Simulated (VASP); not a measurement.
A run of VASP 6.6.1 is set up as follows.

INCAR

```
SYSTEM = AlCo3
  PREC = Accurate
  ENCUT = 520
  EDIFF = 1E-6
  ISMEAR = -1
  SIGMA = 0.05
  LREAL = .False.
  LASPH = .True.
  NELM = 150
  ALGO = Normal
  ISIF = 2
  LWAVE = .False.
  LCHARG = .False.
  ISPIN = 2
  MAGMOM = 2 2 2 0
  LORBIT = 11
  LMAXMIX = 4
  GGA = PS
  NBANDS = 27
```

Contents of KPOINTS:

```
regular mesh
0
Gamma
  8 8 8
  0 0 0
```

File POSCAR:

```
AlCo3
1.0
    3.5266319691      0.0000000000      0.0000000000
    0.0000000000      3.5266319691      0.0000000000
    0.0000000000      0.0000000000      3.5266319691
Co Al
3 1
Direct
    0.0000000000      0.5000000000      0.5000000000
    0.5000000000      0.0000000000      0.5000000000
    0.5000000000      0.5000000000      0.0000000000
    0.0000000000      0.0000000000      0.0000000000
```

Potentials or basis: VASP PAW PBE potentials, release 64 (Co, Al).

Run with:

```bash
$ cat potpaw_PBE.64/Co/POTCAR potpaw_PBE.64/Al/POTCAR > POTCAR
$ mpirun -np 1 vasp_std > vasp.out
```

Problem. Estimate the pressure.

Solution. 0.1 GPa.

Problem. Estimate the net moment.

Solution. 3.77 μB per cell.

Problem. Estimate the site moments.

Solution. Co +1.29; Al -0.04 μB.

Caveat: the PAW data sets were made with another functional, which shifts forces and pressure a little.
